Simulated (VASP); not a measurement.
# AlTl2InB4Sb4P4 (P1) in VASP: notebook

Runs on AlTl2InB4Sb4P4. Level: PBE. Tasks: single point.

All numbers are computed with VASP 6.6.1; they aren't measurements. Logs are shortened: lines on timing, memory, paths and dates and some standing lists are left out, and cuts for length are marked.

**1. The cell of the first run**

The typed cell holds 16 atoms: a = 7.853 Å, b = 7.809 Å, c = 7.856 Å, α = 62.38°, β = 61.35°, γ = 61.20°.

**2. Single point, PBE**

Contents of INCAR:

```
SYSTEM = AlTl2InB4Sb4P4
  PREC = Accurate
  ENCUT = 520
  EDIFF = 1E-6
  ISMEAR = 0
  SIGMA = 0.1
  LREAL = Auto
  LASPH = .True.
  NELM = 60
  ALGO = Normal
  ISIF = 2
  LWAVE = .False.
  LCHARG = .True.
  GGA = PE
  LELF = .True.
  LVHAR = .True.
  NBANDS = 61
  ISYM = 0
```

Contents of KPOINTS:

```
Automatic mesh
0
Gamma
  2 2 2
  0.5 0.5 0.5
```

Contents of POSCAR:

```
AlTl2InB4Sb4P4
1.0
   -5.5507863851      5.5542356676     -0.1148813635
   -5.5696138593     -0.1337088377      5.4716794367
    0.1646080212      5.6039623252      5.5025786201
B Al P In Sb Tl
4 1 4 1 4 2
Direct
    0.4947663096      0.9722471472      0.0133704330
   -0.0038590052      0.5013629927      0.0279974602
    0.4956940381      0.5275954200      0.0020858009
    0.9975554818      0.5191329867      0.4606517400
    1.0218322474      0.9824575276      1.0242590721
    0.8853148878      0.8173528037      0.3723375074
    0.3815812496      0.8877489852      0.3062435675
    0.9059227725      0.4113198299      0.3371356322
    0.3933351324      0.8422501548      0.9147360984
    0.5207749502      0.5173024685      0.4919926604
    0.8537002582      0.8540359835      0.9102403256
    0.3500524337      0.4067473154      0.3477436581
    0.8686190965      0.3984020823      0.8757075210
    0.3637506630      0.3699832657      0.9116094147
   -0.0104777782      1.0112420872      0.4805775054
    0.4871113596      0.9775147028      0.5132405820
```

Potentials or basis: VASP PAW PBE potentials, release 64 (B, Al, P, In_d, Sb, Tl_d).

Command:

```console
$ cat potpaw_PBE.64/B/POTCAR potpaw_PBE.64/Al/POTCAR potpaw_PBE.64/P/POTCAR potpaw_PBE.64/In_d/POTCAR potpaw_PBE.64/Sb/POTCAR potpaw_PBE.64/Tl_d/POTCAR > POTCAR
$ mpirun -np 1 vasp_std > vasp.out
```

OUTCAR:

```text
SYSTEM = AlTl2InB4Sb4P4
   PREC = Accurate
   ENCUT = 520
   EDIFF = 1E-6
   ISMEAR = 0
   LREAL = Auto
   LASPH = .True.
   NELM = 60
   ISIF = 2
   GGA = PE
   ISYM = 0

 ion  position               nearest neighbor table
   1  0.495  0.972  0.013-   7 1.93   9 2.09  11 2.33  14 2.60
   2  0.996  0.501  0.028-   8 2.03  11 2.31  14 2.39  13 2.43
   3  0.496  0.528  0.002-   9 2.05  12 2.29  14 2.42  13 2.42
   4  0.998  0.519  0.461-   6 1.95   8 2.04  12 2.29  13 2.73
   5  0.022  0.982  0.024-   6 2.35   9 2.42  11 2.61  13 2.72  15 3.58
   6  0.885  0.817  0.372-   4 1.95   5 2.35  15 2.60  16 2.60
   7  0.382  0.888  0.306-   1 1.93  10 2.50  15 2.57  16 2.59
   8  0.906  0.411  0.337-   2 2.03   4 2.04  10 2.51  15 2.63
   9  0.393  0.842  0.915-   3 2.05   1 2.09   5 2.42  16 2.65
  10  0.521  0.517  0.492-   7 2.50   8 2.51  12 2.70  14 2.77  16 3.55  15 3.89
  11  0.854  0.854  0.910-   2 2.31   1 2.33   5 2.61  15 2.83  13 3.63
  12  0.350  0.407  0.348-   4 2.29   3 2.29  10 2.70  16 2.81  14 3.52
  13  0.869  0.398  0.876-   3 2.42   2 2.43   5 2.72   4 2.73  11 3.63
  14  0.364  0.370  0.912-   2 2.39   3 2.42   1 2.60  10 2.77  12 3.52
  15  0.990  0.011  0.481-   7 2.57   6 2.60   8 2.63  11 2.83   5 3.58  10 3.89  16 3.91  16 3.96

  16  0.487  0.978  0.513-   7 2.59   6 2.60   9 2.65  12 2.81  10 3.55  15 3.91  15 3.96

IMPORTANT INFORMATION: All symmetrisations will be switched off!
NOSYMM: (Re-)initialisation of all symmetry stuff for point group C_1.

----------------------------------------------------------------------------------------

                                     Primitive cell

  volume of cell :     353.0959

  direct lattice vectors                    reciprocal lattice vectors
    -5.550786385  5.554235668 -0.114881363    -0.088924362  0.089346603 -0.088332647
    -5.569613859 -0.133708838  5.471679437    -0.088379412 -0.086448828  0.090685472
     0.164608021  5.603962325  5.502578620     0.086026587  0.087828738  0.089712556

  length of vectors
     7.853277091  7.808825293  7.855562425     0.153925352  0.153323759  0.152193310

  position of ions in fractional coordinates (direct lattice)
     0.494766310  0.972247147  0.013370433
     0.996140995  0.501362993  0.027997460
     0.495694038  0.527595420  0.002085801
     0.997555482  0.519132987  0.460651740
     0.021832247  0.982457528  0.024259072
     0.885314888  0.817352804  0.372337507
[... 8 lines left out ...]
     0.989522222  0.011242087  0.480577505
     0.487111360  0.977514703  0.513240582

  ion indices of the primitive-cell ions
   primitive index   ion index
                 1           1
                 2           2
                 3           3
                 4           4
                 5           5
                 6           6
[... 8 lines left out ...]
                15          15
                16          16

----------------------------------------------------------------------------------------

 KPOINTS: Automatic mesh

Automatic generation of k-mesh.
 Grid dimensions read from file:
 generate k-points for:    2    2    2

 Generating k-lattice:

  Cartesian coordinates                     Fractional coordinates (reciprocal lattice)
    -0.044462181  0.044673301 -0.044166323     0.500000000  0.000000000 -0.000000000
    -0.044189706 -0.043224414  0.045342736    -0.000000000  0.500000000  0.000000000
     0.043013294  0.043914369  0.044856278     0.000000000 -0.000000000  0.500000000

  Length of vectors
     0.076962676  0.076661880  0.076096655

  Shift w.r.t. Gamma in fractional coordinates (k-lattice)
     0.500000000  0.500000000  0.500000000

 Subroutine IBZKPT returns following result:
 ===========================================

 Found      4 irreducible k-points:

 Following reciprocal coordinates:
            Coordinates               Weight
  0.250000  0.250000  0.250000      2.000000
 -0.250000  0.250000  0.250000      2.000000
  0.250000 -0.250000  0.250000      2.000000
 -0.250000 -0.250000  0.250000      2.000000
   k-points           NKPTS =      4   k-points in BZ     NKDIM =      4   number of bands    NBANDS=     61
   number of dos      NEDOS =    301   number of ions     NIONS =     16
   total plane-waves  NPLWV = 216000
   dimension x,y,z NGX =    60 NGY =   60 NGZ =   60
   dimension x,y,z NGXF=   120 NGYF=  120 NGZF=  120
   ions per type =               4   1   4   1   4   2
   NGX,Y,Z   is equivalent  to a cutoff of  12.70, 12.77, 12.70 a.u.
   NGXF,Y,Z  is equivalent  to a cutoff of  25.40, 25.55, 25.40 a.u.
 SYSTEM =  AlTl2InB4Sb4P4
   PREC   = accura    normal or accurate (medium, high low for compatibility)
   ISTART =      0    job   : 0-new  1-cont  2-samecut
   ICHARG =      2    charge: 1-file 2-atom 10-const
   ISPIN  =      1    spin polarized calculation?
   LNONCOLLINEAR =      F non collinear calculations
   LSORBIT =      F    spin-orbit coupling
   LASPH  =      T    aspherical Exc in radial PAW
   ENCUT  =  520.0 eV  38.22 Ry    6.18 a.u.  14.60 14.52 14.61*2*pi/ulx,y,z
   NELM   =     60;   NELMIN=  2; NELMDL= -5     # of ELM steps
   EDIFF  = 0.1E-05   stopping-criterion for ELM
   LREAL  =      T    real-space projection
   EDIFFG = 0.1E-04   stopping-criterion for IOM
   NSW    =      0    number of steps for IOM
   IBRION =     -1    ionic relax: 0-MD 1-quasi-New 2-CG
   NFREE  =      0    steps in history (QN), initial steepest desc. (CG)
   ISIF   =      2    stress and relaxation
   ISYM   =      0    0-nonsym 1-usesym 2-fastsym
   POTIM  = 0.5000    time-step for ionic-motion
   TEBEG  =    0.0;   TEEND  =   0.0 temperature during run
   PSTRESS=    0.0 pullay stress
   NELECT =      94.0000    total number of electrons
   NUPDOWN=      -1.0000    fix difference up-down
   EMIN   =  10.00;   EMAX   =-10.00  energy-range for DOS
   EFERMI =   0.00;   METHOD = LEGACY
   ISMEAR =     0;   SIGMA  =   0.10  broadening in eV -4-tet -1-fermi 0-gaus
   EFERMI_NEDOS =   21; number of points for ismear=-14 and -15
   IALGO  =     38    algorithm
   IMIX   =      4    mixing-type and parameters
     AMIX     =   0.40;   BMIX     =  1.00
     AMIX_MAG =   1.60;   BMIX_MAG =  1.00
  volume/ion in A,a.u.               =      22.07       148.93
  Fermi-wavevector in a.u.,A,eV,Ry     =   1.053141  1.990148 15.090305  1.109106
  Thomas-Fermi vector in A             =   2.188251
   LORBIT       =      0    0 simple, 1 ext, 2 COOP (PROOUT), +10 PAW based schemes
   GGA     = PE    functional components
   LHFCALC =     F    Hartree Fock is set to
   AEXX    =    0.0000 exact exchange contribution
   IVDW    =     0    specifies the selected vdW correction
   LEPSILON=     F    determine dielectric tensor
   LRPA    =     F    only Hartree local field effects (RPA)
 non-spin polarized calculation
 Gauss-broadening in eV      SIGMA  =   0.10
  energy-cutoff  :      520.00
  volume of cell :      353.10
 maximum number of plane-waves:      9511
 NGX is ok and might be reduce to    60
   NGX = 29   NGY = 29   NGZ = 29

 number of electron      93.9999998 magnetization

 Free energy of the ion-electron system (eV)
  ---------------------------------------------------
  ext. energy  EPLUGINS =         0.00000000
  ---------------------------------------------------
  free energy    TOTEN  =       -71.55869286 eV

  energy without entropy =      -71.55869247  energy(sigma->0) =      -71.55869267

 E-fermi :   6.1035     XC(G=0):  -9.5151

 val. band max:        5.7690977595   @ k =   0.2500   0.2500   0.2500
 cond. band min:       6.4378922098   @ k =   0.2500   0.2500   0.2500
 fundamental gap:      0.6687944503
 Fermi energy:         6.1034943327

 k-point     1 :       0.2500    0.2500    0.2500
  band No.  band energies     occupation
      1      -8.6840      2.00000
      2      -8.6646      2.00000
      3      -8.5886      2.00000
      4      -8.5304      2.00000
      5      -8.4889      2.00000
      6      -6.8507      2.00000
[... 51 lines left out ...]
     58       8.6157      0.00000
     59       9.2925      0.00000

 k-point     2 :      -0.2500    0.2500    0.2500
  band No.  band energies     occupation
      1      -8.6836      2.00000
      2      -8.6629      2.00000
      3      -8.5887      2.00000
      4      -8.5304      2.00000
      5      -8.4883      2.00000
      6      -6.7035      2.00000
[... 51 lines left out ...]
     58       9.5382      0.00000
     59       9.7518      0.00000

 k-point     3 :       0.2500   -0.2500    0.2500
  band No.  band energies     occupation
      1      -8.6828      2.00000
      2      -8.6638      2.00000
      3      -8.5882      2.00000
      4      -8.5301      2.00000
      5      -8.4885      2.00000
      6      -6.7256      2.00000
[... 51 lines left out ...]
     58       9.4878      0.00000
     59       9.6603      0.00000

 k-point     4 :      -0.2500   -0.2500    0.2500
  band No.  band energies     occupation
      1      -8.6828      2.00000
      2      -8.6635      2.00000
      3      -8.5901      2.00000
      4      -8.5302      2.00000
      5      -8.4890      2.00000
      6      -6.7285      2.00000
[... 51 lines left out ...]
     58       9.5282      0.00000
     59       9.7029      0.00000
 [bands above 59 left out]

------------------------ aborting loop because EDIFF is reached ----------------------------------------

  FORCE on cell =-STRESS in cart. coord.  units (eV):
  Direction    XX          YY          ZZ          XY          YZ          ZX
  --------------------------------------------------------------------------------------
  -------------------------------------------------------------------------------------
  Total        0.1736144      0.0256646      0.0379037     -0.0482385     -0.0642875      0.1275035
  in kB        0.7877776      0.1164536      0.1719884     -0.2188828     -0.2917055      0.5785486
  external PRESSURE =       0.3587399 kB  Pullay stress =       0.0000000 kB

 VOLUME and BASIS-vectors are now :
 -----------------------------------------------------------------------------
  energy-cutoff  :      520.00
  volume of cell :      353.10
      direct lattice vectors                 reciprocal lattice vectors
    -5.550786385  5.554235668 -0.114881363    -0.088924362  0.089346603 -0.088332647
    -5.569613859 -0.133708838  5.471679437    -0.088379412 -0.086448828  0.090685472
     0.164608021  5.603962325  5.502578620     0.086026587  0.087828738  0.089712556

 POSITION                                       TOTAL-FORCE (eV/Angst)
 -----------------------------------------------------------------------------------
     -8.15918      2.69298      5.33656         0.037635     -0.016703      0.026937
     -8.31716      5.62266      2.78292         0.034913      0.017823      0.008324
     -5.68965      2.69435      2.84136        -0.024495     -0.033351      0.006659
     -8.35276      8.05272      5.26070         0.023120     -0.038813      0.028235
     -5.58910      0.12585      5.50667        -0.009469      0.037848      0.003335
     -9.40524      6.89453      6.41940         0.007107     -0.021746     -0.027589
[... 8 lines left out ...]
     -5.47613      8.18767      2.59225         0.024378      0.000971      0.027271
     -8.06375      5.45101      8.11683        -0.009745      0.007655      0.035983
 -----------------------------------------------------------------------------------
    total drift:                               -0.014461     -0.015219     -0.002727

  FREE ENERGIE OF THE ION-ELECTRON SYSTEM (eV)
  ---------------------------------------------------
  free  energy   TOTEN  =       -71.5586928621 eV

  energy  without entropy=      -71.5586924694  energy(sigma->0) =      -71.55869267
```

Run time: 4.3 min. Hardware: 1 thread of Intel Xeon 8259CL, shared host; peak memory 0.54 GiB.

Results:

* Free energy: -71.5587 eV
* Pressure: 0.0 GPa
* Largest force: 0.053 eV/Å
* Band gap on the k mesh: 0.67 eV

Forces on the atoms (eV/Å):
```
B    0.038 -0.017  0.027
B    0.035  0.018  0.008
B   -0.024 -0.033  0.007
B    0.023 -0.039  0.028
Al  -0.009  0.038  0.003
P    0.007 -0.022 -0.028
P    0.001 -0.012 -0.036
P   -0.038 -0.003  0.005
P    0.009  0.029  0.002
In   0.009 -0.015 -0.033
Sb  -0.035 -0.012 -0.021
Sb  -0.018  0.043 -0.013
Sb   0.000 -0.004 -0.015
Sb  -0.011  0.021  0.002
Tl   0.024  0.001  0.027
Tl  -0.010  0.008  0.036
```

Stress tensor (GPa, compression positive):
```
 0.08 -0.02  0.06
-0.02  0.01 -0.03
 0.06 -0.03  0.02
```

Levels at points of the mesh, in eV from the valence-band top:
```
           k point  band 44  band 45  band 46  band 47  band 48  band 49  band 50  band 51
(0.25, 0.25, 0.25)    -0.93    -0.81    -0.33     0.00     0.67     0.82     1.01     1.30
```

Caveat: spin-orbit coupling is left out, which moves the levels of the heavy elements; a shifted mesh leaves out Γ, where band edges can lie.

**3. Single point, PBE**

This run uses another cell than the first one, of 22.19 Å³/atom.

Contents of INCAR:

```
ALGO = Normal
EDIFF = 1E-6
ENCUT = 520
GGA = PE
ISIF = 2
ISMEAR = 0
ISYM = 0
LASPH = T
LCHARG = F
LREAL = Auto
LWAVE = F
NBANDS = 61
NELM = 100
PREC = Accurate
SIGMA = 0.1
```

Contents of KPOINTS:

```
k-points
0
Gamma
  3 3 3
```

Contents of POSCAR:

```
AlTl2InB4Sb4P4
1.0
   -5.5704839276      5.5779608088     -0.0729209888
   -5.5926726610     -0.0960324829      5.4815041102
    0.1472402066      5.6521760449      5.5338518021
B Al P In Sb Tl
4 1 4 1 4 2
Direct
    0.4947290083      0.9670601110      0.0132172816
    0.9954253366      0.4997887960      0.0301006354
    0.4964616433      0.5292254566      0.0016084334
    0.9993257271      0.5211773460      0.4515244867
    0.0193380152      0.9830540246      0.0239548323
    0.8872324618      0.8176644904      0.3716637814
    0.3826304867      0.8886764027      0.3042066443
    0.9046894621      0.4135993052      0.3368767749
    0.3918976101      0.8425334271      0.9174172498
    0.5175887926      0.5180278919      0.4943276896
    0.8533860932      0.8521646809      0.9099696038
    0.3513172262      0.4063248414      0.3458391188
    0.8685897351      0.3986732604      0.8793154418
    0.3634699245      0.3719253088      0.9139498359
    0.9906159414      0.0111825046      0.4814220975
    0.4889766327      0.9756179055      0.5145350716
```

Potentials or basis: VASP PAW PBE potentials, release 64 (B, Al, P, In_d, Sb, Tl_d).

Command:

```console
$ cat potpaw_PBE.64/B/POTCAR potpaw_PBE.64/Al/POTCAR potpaw_PBE.64/P/POTCAR potpaw_PBE.64/In_d/POTCAR potpaw_PBE.64/Sb/POTCAR potpaw_PBE.64/Tl_d/POTCAR > POTCAR
$ mpirun -np 1 vasp_std > vasp.out
```

Run time: 13 min. Hardware: 1 thread of Intel Xeon 8259CL, shared host; peak memory 0.63 GiB.

The run converged. Its results:

```yaml
Free_energy: -71.4014 eV
Pressure: 0.0 GPa
Largest_force: 0.057 eV/Å
Band_gap_on_the_k_mesh: 0.02 eV (least direct gap 0.15 eV)
```

Forces in eV/Å, atoms in the order of the input:
```
B    0.030 -0.022  0.005
B    0.026  0.034  0.015
B   -0.035 -0.014  0.002
B    0.026 -0.046  0.001
Al  -0.006  0.023  0.016
P   -0.007 -0.008  0.005
P   -0.006 -0.004  0.006
P   -0.014 -0.003  0.000
P    0.006  0.011 -0.002
In   0.006 -0.002  0.001
Sb  -0.028 -0.023 -0.010
Sb   0.012  0.056 -0.003
Sb  -0.008 -0.006 -0.011
Sb  -0.004  0.006 -0.014
Tl   0.017  0.019 -0.009
Tl  -0.016 -0.021 -0.002
```

Levels at points of the mesh, in eV from the valence-band top:
| k point | band 45 | band 46 | band 47 | band 48 | band 49 | band 50 |
| --- | --- | --- | --- | --- | --- | --- |
| (0.00, 0.00, 0.00) | -0.41 | -0.18 | -0.13 | 0.02 | 0.24 | 0.39 |

Caveat: the smearing spreads over this small gap; spin-orbit coupling is left out, which moves the levels of the heavy elements.

(Part 1 of 2 ends here.)

The gap in the log of VASP goes by the Fermi energy; the results here count the filled bands.